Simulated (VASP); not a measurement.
A run of VASP 6.6.1 is set up as follows.

File INCAR:

```
PREC = Accurate
ENCUT = 520
EDIFF = 1E-6
ISMEAR = 0
SIGMA = 0.02
LREAL = False
LASPH = True
NELM = 60
ALGO = Normal
ISIF = 2
LWAVE = False
LCHARG = True
GGA = CA
LELF = True
LVHAR = True
NBANDS = 34
```

Contents of KPOINTS:

```
Automatic mesh
0
Gamma
  6 6 4
```

The input POSCAR:

```
SiO2
1.0
    5.0890853805      0.0000000000      0.0000000000
   -2.5445426903      4.4072772216      0.0000000000
    0.0000000000      0.0000000000      5.4917058532
Si O
3 6
Direct
    0.0000000000      0.5000000000      0.3333333333
    0.5000000000      0.5000000000      0.6666666667
    0.5000000000      0.0000000000      0.0000000000
    0.5843949018      0.7921974509      0.8333333333
    0.7921974509      0.5843949018      0.5000000000
    0.7921974509      0.2078025491      0.1666666667
    0.4156050982      0.2078025491      0.8333333333
    0.2078025491      0.4156050982      0.5000000000
    0.2078025491      0.7921974509      0.1666666667
```

Potentials or basis: VASP PAW LDA potentials, release 64 (Si, O).

Launch:

```sh
$ cat potpaw_LDA.64/Si/POTCAR potpaw_LDA.64/O/POTCAR > POTCAR
$ mpirun -np 1 vasp_std > vasp.out
```

Question: Estimate the pressure.

Answer: -2.0 GPa.

Question: What does it give for the largest force?

Answer: 0.120 eV/Å.

Question: Predict the band gap on the k mesh.

Answer: 5.42 eV, indirect (least direct gap 5.65 eV).

Stress tensor (GPa, compression positive):
```
-2.37  0.00  0.00
 0.00 -2.37  0.00
 0.00  0.00 -1.22
```

Caveat: the cell differs from its parent crystal (biaxial strain in the a-b plane: +1.0 %). A k mesh can miss the band edges.
